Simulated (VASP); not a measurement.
# Fe (Im-3m) in VASP: a series of runs, part 2 of 2

VASP 6.6.1. Earlier steps stand in the parts before.

### Step 4. Single point, PBE, collinear spin, ferromagnetic start (volume scaled by 0.88)

INCAR

```
PREC     = Accurate       # precision mode
ENCUT    = 520            # plane-wave cutoff, eV
EDIFF    = 1E-6           # SCF threshold, eV
ISMEAR   = 0              # smearing method
SIGMA    = 0.1            # smearing width, eV
LREAL    = F              # projectors in reciprocal space
LASPH    = T              # aspherical terms in the spheres
NELM     = 150            # most SCF steps
ALGO     = Normal         # electronic algorithm
ISIF     = 2              # what is computed and relaxed
LWAVE    = F              # write WAVECAR
LCHARG   = F              # write CHGCAR
ISPIN    = 2              # spin polarisation
MAGMOM   = 2.44           # initial moments
LORBIT   = 11             # projections on sites
LMAXMIX  = 4              # l up to which the mixer works
GGA      = PE             # functional
NBANDS   = 14             # bands
```

KPOINTS

```
Automatic mesh
0
Gamma
  20 20 20
```

POSCAR

```
Fe
1.0
   -1.3567286927      1.3567286927      1.3567286927
    1.3567286927     -1.3567286927      1.3567286927
    1.3567286927      1.3567286927     -1.3567286927
Fe
1
Direct
    0.0000000000      0.0000000000      0.0000000000
```

Potentials or basis: VASP PAW PBE potentials, release 64 (Fe).

Launch:

```
cat potpaw_PBE.64/Fe/POTCAR > POTCAR
mpirun -np 1 vasp_std > vasp.out
```

OUTCAR:

```text
PREC = Accurate
   ENCUT = 520
   EDIFF = 1E-6
   ISMEAR = 0
   LREAL = F
   LASPH = T
   NELM = 150
   ISIF = 2
   ISPIN = 2
   LORBIT = 11
   GGA = PE

 ion  position               nearest neighbor table
   1  0.000  0.000  0.000-

  LATTYP: Found a body centered cubic cell.
 ALAT       =     2.7134573854

  Lattice vectors:

 A1 = (  -1.3567286927,   1.3567286927,   1.3567286927)
 A2 = (   1.3567286927,  -1.3567286927,   1.3567286927)
[... 1025 lines left out ...]
  -------------------------------------------------------------------------------------
  Total        2.0832469      2.0832469      2.0832469      0.0000000      0.0000000     -0.0000000
  in kB      334.1275686    334.1275686    334.1275686      0.0000000      0.0000000     -0.0000000
  external PRESSURE =     334.1275686 kB  Pullay stress =       0.0000000 kB

 VOLUME and BASIS-vectors are now :
 -----------------------------------------------------------------------------
  energy-cutoff  :      520.00
  volume of cell :        9.99
      direct lattice vectors                 reciprocal lattice vectors
    -1.356728693  1.356728693  1.356728693     0.000000000  0.368533519  0.368533519
     1.356728693 -1.356728693  1.356728693     0.368533519  0.000000000  0.368533519
     1.356728693  1.356728693 -1.356728693     0.368533519  0.368533519  0.000000000

 POSITION                                       TOTAL-FORCE (eV/Angst)
 -----------------------------------------------------------------------------------
      0.00000      0.00000      0.00000         0.000000     -0.000000      0.000000
 -----------------------------------------------------------------------------------
    total drift:                               -0.000000     -0.000000      0.000000

  FREE ENERGIE OF THE ION-ELECTRON SYSTEM (eV)
  ---------------------------------------------------
  free  energy   TOTEN  =        -8.1220816238 eV

  energy  without entropy=       -8.1175684634  energy(sigma->0) =       -8.11982504

 total charge

# of ion       s       p       d       tot
------------------------------------------
    1        0.548   0.668   6.356   7.571

 magnetization (x)

# of ion       s       p       d       tot
------------------------------------------
    1       -0.011  -0.052   2.030   1.966
```

OSZICAR:

```text
N       E                     dE             d eps       ncg     rms          rms(c)
DAV:   1     0.223189225161E+02    0.22319E+02   -0.38070E+03 15700   0.721E+02
DAV:   2    -0.815352775580E+01   -0.30472E+02   -0.28051E+02 15734   0.132E+02
DAV:   3    -0.905356156944E+01   -0.90003E+00   -0.89110E+00 17468   0.232E+01
DAV:   4    -0.905621200225E+01   -0.26504E-02   -0.26503E-02 16724   0.114E+00
DAV:   5    -0.905622201512E+01   -0.10013E-04   -0.10014E-04 17588   0.717E-02    0.133E+01
DAV:   6    -0.817263167589E+01    0.88359E+00   -0.76768E+00 18956   0.336E+01    0.416E+00
DAV:   7    -0.813948653593E+01    0.33145E-01   -0.23339E-01 17402   0.589E+00    0.292E+00
DAV:   8    -0.812945849382E+01    0.10028E-01   -0.50612E-03 17372   0.416E-01    0.152E+00
DAV:   9    -0.812188240976E+01    0.75761E-02   -0.50040E-03 19138   0.369E-01    0.263E-01
DAV:  10    -0.812209631913E+01   -0.21391E-03   -0.65253E-04 16770   0.214E-01    0.121E-01
DAV:  11    -0.812208246176E+01    0.13857E-04   -0.43721E-05 17326   0.751E-02    0.317E-02
DAV:  12    -0.812208114239E+01    0.13194E-05   -0.32658E-06 16260   0.211E-02    0.840E-03
DAV:  13    -0.812208162380E+01   -0.48140E-06   -0.11240E-06 12372   0.105E-02
   1 F= -.81220816E+01 E0= -.81198250E+01  d E =-.451316E-02  mag=     1.9921
```

stdout:

```text
POSCAR found type information on POSCAR Fe
 POSCAR found :  1 types and       1 ions
 scaLAPACK will be used
 LDA part: xc-table for (Slater+PW92), standard interpolation
 POSCAR, INCAR and KPOINTS ok, starting setup
 FFT: planning ... GRIDC
 FFT: planning ... GRID_SOFT
 FFT: planning ... GRID
 WAVECAR not read
 entering main loop
```

Wall time 35 s (1 thread of AMD EPYC 9R45 (Zen 5), shared host); peak memory 0.14 GiB.

Results:

| Quantity | Value |
| --- | --- |
| Free energy | -8.1221 eV |
| Pressure | 33.4 GPa |
| Band gap on the k mesh | zero (filled and empty bands overlap) |
| Net moment | 1.99 μB per cell |
| Site moments | Fe +1.97 μB |
| Valence electrons inside the program's atomic spheres | Fe 7.57 |

### Step 5. Single point, PBE, collinear spin, ferromagnetic start (volume scaled by 0.91)

INCAR

```
SYSTEM = Fe
PREC = Accurate
ENCUT = 520
EDIFF = 1E-7
ISMEAR = 0
SIGMA = 0.1
LREAL = .FALSE.
LASPH = .TRUE.
NELM = 150
ALGO = Normal
ISIF = 2
LWAVE = .FALSE.
LCHARG = .FALSE.
ISPIN = 2
MAGMOM = 2.44
LORBIT = 11
LMAXMIX = 4
GGA = PE
NBANDS = 14
```

KPOINTS

```
regular mesh
0
G
  20 20 20
  0 0 0
```

POSCAR

```
Fe
1.0
   -1.3719741113      1.3719741113      1.3719741113
    1.3719741113     -1.3719741113      1.3719741113
    1.3719741113      1.3719741113     -1.3719741113
Fe
1
Direct
    0.0000000000      0.0000000000      0.0000000000
```

Potentials or basis: VASP PAW PBE potentials, release 64 (Fe).

Launch:

```
cat potpaw_PBE.64/Fe/POTCAR > POTCAR
mpirun -np 1 vasp_std > vasp.out
```

OUTCAR:

```text
SYSTEM = Fe
   PREC = Accurate
   ENCUT = 520
   EDIFF = 1E-7
   ISMEAR = 0
   LREAL = .FALSE.
   LASPH = .TRUE.
   NELM = 150
   ISIF = 2
   ISPIN = 2
   LORBIT = 11
   GGA = PE

 ion  position               nearest neighbor table
   1  0.000  0.000  0.000-

  LATTYP: Found a body centered cubic cell.
 ALAT       =     2.7439482226

  Lattice vectors:

 A1 = (  -1.3719741113,   1.3719741113,   1.3719741113)
 A2 = (   1.3719741113,  -1.3719741113,   1.3719741113)
 A3 = (   1.3719741113,   1.3719741113,  -1.3719741113)

Analysis of symmetry for initial positions (statically):
=====================================================================
 Subroutine PRICEL returns:
 Original cell was already a primitive cell.

 Routine SETGRP: Setting up the symmetry group for a
 body centered cubic supercell.

 Subroutine GETGRP returns: Found 48 space group operations
 (whereof 48 operations were pure point group operations)
 out of a pool of 48 trial point group operations.

The static configuration has the point symmetry O_h .

Analysis of symmetry for dynamics (positions and initial velocities):
=====================================================================
 Subroutine PRICEL returns:
 Original cell was already a primitive cell.

 Routine SETGRP: Setting up the symmetry group for a
 body centered cubic supercell.

 Subroutine GETGRP returns: Found 48 space group operations
 (whereof 48 operations were pure point group operations)
 out of a pool of 48 trial point group operations.

The dynamic configuration has the point symmetry O_h .

Analysis of structural, dynamic, and magnetic symmetry:
=====================================================================
 Subroutine PRICEL returns:
 Original cell was already a primitive cell.

 Routine SETGRP: Setting up the symmetry group for a
 body centered cubic supercell.

 Subroutine GETGRP returns: Found 48 space group operations
 (whereof 48 operations were pure point group operations)
 out of a pool of 48 trial point group operations.

The overall configuration has the point symmetry O_h .

 Subroutine INISYM returns: Found 48 space group operations
 (whereof 48 operations are pure point group operations),
 and found     1 'primitive' translations

----------------------------------------------------------------------------------------

                                     Primitive cell

  volume of cell :      10.3299

  direct lattice vectors                    reciprocal lattice vectors
    -1.371974111  1.371974111  1.371974111     0.000000000  0.364438364  0.364438364
     1.371974111 -1.371974111  1.371974111     0.364438364  0.000000000  0.364438364
     1.371974111  1.371974111 -1.371974111     0.364438364  0.364438364  0.000000000

  length of vectors
     2.376328867  2.376328867  2.376328867     0.515393676  0.515393676  0.515393676

  position of ions in fractional coordinates (direct lattice)
     0.000000000  0.000000000  0.000000000

  ion indices of the primitive-cell ions
   primitive index   ion index
                 1           1

----------------------------------------------------------------------------------------

 KPOINTS: regular mesh

Automatic generation of k-mesh.
 Grid dimensions read from file:
 generate k-points for:   20   20   20

 Generating k-lattice:
[... 71 lines left out ...]
   TEBEG  =    0.0;   TEEND  =   0.0 temperature during run
   PSTRESS=    0.0 pullay stress
   NELECT =       8.0000    total number of electrons
   NUPDOWN=      -1.0000    fix difference up-down
   EMIN   =  10.00;   EMAX   =-10.00  energy-range for DOS
   EFERMI =   0.00;   METHOD = LEGACY
   ISMEAR =     0;   SIGMA  =   0.10  broadening in eV -4-tet -1-fermi 0-gaus
   EFERMI_NEDOS =   21; number of points for ismear=-14 and -15
   IALGO  =     38    algorithm
   IMIX   =      4    mixing-type and parameters
     AMIX     =   0.40;   BMIX     =  1.00
     AMIX_MAG =   1.60;   BMIX_MAG =  1.00
  volume/ion in A,a.u.               =      10.33        69.71
  Fermi-wavevector in a.u.,A,eV,Ry     =   1.503392  2.840999 30.751720  2.260188
  Thomas-Fermi vector in A             =   2.614508
   LORBIT       =     11    0 simple, 1 ext, 2 COOP (PROOUT), +10 PAW based schemes
   GGA     = PE    functional components
   LHFCALC =     F    Hartree Fock is set to
   AEXX    =    0.0000 exact exchange contribution
   IVDW    =     0    specifies the selected vdW correction
   LEPSILON=     F    determine dielectric tensor
   LRPA    =     F    only Hartree local field effects (RPA)
 spin polarized calculation
 Gauss-broadening in eV      SIGMA  =   0.10
  energy-cutoff  :      520.00
  volume of cell :       10.33
 maximum number of plane-waves:       321
 NGX is ok and might be reduce to    18
   NGX =  9   NGY =  9   NGZ =  9

 number of electron       7.9999991 magnetization       2.0432936

 Free energy of the ion-electron system (eV)
  ---------------------------------------------------
  ext. energy  EPLUGINS =         0.00000000
  ---------------------------------------------------
  free energy    TOTEN  =        -8.18132817 eV

  energy without entropy =       -8.17738893  energy(sigma->0) =       -8.17935855

 E-fermi :   6.8993     XC(G=0): -13.6670

 val. band max:        6.8911706143   @ k =  -0.4000  -0.4500   0.2500
 cond. band min:       6.9213107589   @ k =  -0.2500   0.3000   0.1500
 fundamental gap:      0.0301401446
 Fermi energy:         6.8993214905

 spin component 1

 k-point     1 :       0.0000    0.0000    0.0000
  band No.  band energies     occupation
      1      -2.1550      1.00000
      2       4.3757      1.00000
      3       4.3757      1.00000
      4       4.3757      1.00000
      5       5.7798      1.00000
      6       5.7798      1.00000
      7      32.8032      0.00000
      8      32.8032      0.00000
      9      32.8032      0.00000
     10      38.5377      0.00000
     11      38.5377      0.00000
     12      41.4397      0.00000
     13      41.4397      0.00000
     14      41.4397      0.00000
[... 379 lines left out ...]
      3       4.0679      1.00000
      4       5.5840      1.00000
      5       6.0190      1.00000
      6       6.6921      0.99831
      7      21.5789      0.00000
      8      26.1124      0.00000
      9      30.0888      0.00000
     10      33.3192      0.00000
     11      38.2595      0.00000
     12      39.7383      0.00000
     13      45.5753      0.00000
     14      47.9299      0.00000

 [... further k-points ...]

 spin component 2

 k-point     1 :       0.0000    0.0000    0.0000
  band No.  band energies     occupation
      1      -1.9587      1.00000
      2       6.1186      1.00000
      3       6.1187      1.00000
      4       6.1187      1.00000
      5       8.4183      0.00000
      6       8.4185      0.00000
      7      32.6131      0.00000
      8      32.6131      0.00000
      9      32.6131      0.00000
     10      38.7967      0.00000
     11      38.7967      0.00000
     12      42.0805      0.00000
     13      42.0805      0.00000
     14      42.0805      0.00000
[... 379 lines left out ...]
      3       5.5358      1.00000
      4       7.9618      0.00000
      5       8.4597      0.00000
      6       8.7279      0.00000
      7      22.3309      0.00000
      8      26.5101      0.00000
      9      30.6669      0.00000
     10      33.5662      0.00000
     11      38.7526      0.00000
     12      40.1139      0.00000
     13      45.8374      0.00000
     14      48.4166      0.00000

 [... further k-points ...]

------------------------ aborting loop because EDIFF is reached ----------------------------------------

  FORCE on cell =-STRESS in cart. coord.  units (eV):
  Direction    XX          YY          ZZ          XY          YZ          ZX
  --------------------------------------------------------------------------------------
  -------------------------------------------------------------------------------------
  Total        1.4609759      1.4609759      1.4609759      0.0000000     -0.0000000     -0.0000000
  in kB      226.5979058    226.5979058    226.5979058      0.0000000     -0.0000000     -0.0000000
  external PRESSURE =     226.5979058 kB  Pullay stress =       0.0000000 kB

 VOLUME and BASIS-vectors are now :
 -----------------------------------------------------------------------------
  energy-cutoff  :      520.00
  volume of cell :       10.33
      direct lattice vectors                 reciprocal lattice vectors
    -1.371974111  1.371974111  1.371974111     0.000000000  0.364438364  0.364438364
     1.371974111 -1.371974111  1.371974111     0.364438364  0.000000000  0.364438364
     1.371974111  1.371974111 -1.371974111     0.364438364  0.364438364  0.000000000

 POSITION                                       TOTAL-FORCE (eV/Angst)
 -----------------------------------------------------------------------------------
      0.00000      0.00000      0.00000        -0.000000      0.000000     -0.000000
 -----------------------------------------------------------------------------------
    total drift:                                0.000000     -0.000000      0.000000

  FREE ENERGIE OF THE ION-ELECTRON SYSTEM (eV)
  ---------------------------------------------------
  free  energy   TOTEN  =        -8.1813281691 eV

  energy  without entropy=       -8.1773889285  energy(sigma->0) =       -8.17935855

 total charge

# of ion       s       p       d       tot
------------------------------------------
    1        0.531   0.633   6.320   7.485

 magnetization (x)

# of ion       s       p       d       tot
------------------------------------------
    1       -0.012  -0.054   2.088   2.023
```

stdout:

```text
POSCAR found type information on POSCAR Fe
 POSCAR found :  1 types and       1 ions
 scaLAPACK will be used
 LDA part: xc-table for (Slater+PW92), standard interpolation
 POSCAR, INCAR and KPOINTS ok, starting setup
 FFT: planning ... GRIDC
 FFT: planning ... GRID_SOFT
 FFT: planning ... GRID
 WAVECAR not read
 entering main loop
```

It took 38 s on 1 thread of AMD EPYC 9R45 (Zen 5), shared host; peak memory 0.14 GiB.

Results:

```yaml
Free_energy: -8.1813 eV
Pressure: 22.7 GPa
Net_moment: 2.04 μB per cell
Site_moments: Fe +2.02 μB
Valence_electrons_inside_the_program's_atomic_spheres: Fe 7.49
```

Levels at points of the mesh, in eV from the Fermi level:
Spin up:
```tsv
k point	band 2	band 3	band 4	band 5	band 6	band 7	band 8	band 9
(0.00, 0.00, 0.00)	-2.52	-2.52	-2.52	-1.12	-1.12	25.90	25.90	25.90
(0.50, 0.00, 0.00)	-3.78	-1.03	-0.89	0.45	0.59	8.23	19.13	21.75
(0.50, 0.50, 0.50)	-5.49	0.27	0.27	0.27	10.60	10.60	10.60	16.63
```
Spin down:
| k point | band 1 | band 2 | band 3 | band 4 | band 5 | band 6 |
| --- | --- | --- | --- | --- | --- | --- |
| (0.00, 0.00, 0.00) | -8.86 | -0.78 | -0.78 | -0.78 | 1.52 | 1.52 |
| (0.50, 0.00, 0.00) | -4.30 | -2.23 | 0.61 | 1.37 | 1.82 | 2.62 |
| (0.50, 0.50, 0.50) | -3.76 | -3.76 | 2.27 | 2.27 | 2.27 | 10.88 |

### Step 6. Single point, PBE, collinear spin, ferromagnetic start (volume scaled by 0.94)

INCAR

```
SYSTEM = Fe
PREC = Accurate ; ENCUT = 520
EDIFF = 1E-6 ; ISMEAR = 0
SIGMA = 0.1 ; LREAL = .FALSE.
LASPH = .TRUE. ; NELM = 150
ALGO = Fast ; ISIF = 2
LWAVE = .FALSE. ; LCHARG = .FALSE.
ISPIN = 2 ; MAGMOM = 2.44
LORBIT = 11 ; LMAXMIX = 4
GGA = PE ; NBANDS = 14
```

KPOINTS is that of step 5.

POSCAR

```
Fe
1.0
   -1.3868880419      1.3868880419      1.3868880419
    1.3868880419     -1.3868880419      1.3868880419
    1.3868880419      1.3868880419     -1.3868880419
Fe
1
Direct
    0.0000000000      0.0000000000      0.0000000000
```

Potentials or basis: VASP PAW PBE potentials, release 64 (Fe).

Launch:

```
cat potpaw_PBE.64/Fe/POTCAR > POTCAR
mpirun -np 1 vasp_std > vasp.out
```

Wall time 40 s (1 thread of AMD EPYC 9R45 (Zen 5), shared host); peak memory 0.14 GiB.

It converged, with:

| Item | Value |
| --- | --- |
| Free energy | -8.2193 eV |
| Pressure | 13.5 GPa |
| Net moment | 2.08 μB per cell |
| Site moments | Fe +2.06 μB |
| Valence electrons inside the program's atomic spheres | Fe 7.41 |

Levels at points of the mesh, in eV from the Fermi level:
Spin up:
| k point | band 3 | band 4 | band 5 | band 6 | band 7 | band 8 |
| --- | --- | --- | --- | --- | --- | --- |
| (0.00, 0.00, 0.00) | -2.43 | -2.43 | -1.10 | -1.10 | 25.61 | 25.61 |
| (0.50, 0.00, 0.00) | -1.02 | -0.89 | 0.48 | 0.53 | 7.93 | 18.88 |
| (0.50, 0.50, 0.50) | 0.23 | 0.23 | 0.23 | 10.38 | 10.38 | 10.38 |
Spin down:
```csv
k point,band 1,band 2,band 3,band 4,band 5,band 6,band 7,band 8
"(0.00, 0.00, 0.00)",-8.65,-0.66,-0.66,-0.66,1.57,1.57,25.40,25.40
"(0.50, 0.00, 0.00)",-4.07,-2.04,0.62,1.42,1.85,2.60,9.24,18.95
"(0.50, 0.50, 0.50)",-3.50,-3.50,2.27,2.27,2.27,10.65,10.65,10.65
```

### Step 7. Summary

```tsv
cell	k mesh	gap on the mesh (eV)	pressure (GPa)	moment (μB)
a = 2.499 Å, angles 109.5°, 1 atom	8 × 8 × 8	none	-7.9	2.36
a = 2.452 Å, angles 109.5°, 1 atom	20 × 20 × 20	none	-0.1	2.19
a = 2.350 Å, angles 109.5°, 1 atom	20 × 20 × 20	none	33.4	1.99
a = 2.376 Å, angles 109.5°, 1 atom	20 × 20 × 20	none	22.7	2.04
a = 2.402 Å, angles 109.5°, 1 atom	20 × 20 × 20	none	13.5	2.08
```

Alike in all rows: task single point; level PBE; potentials or basis VASP PAW PBE potentials, release 64 (Fe); spin collinear, ferromagnetic start; cutoff (eV) 520; smearing gaussian 0.1 eV.

Caveats: some runs use coarse meshes.

Total energies depend on the potentials used, so only differences within one code and one set of settings carry meaning.
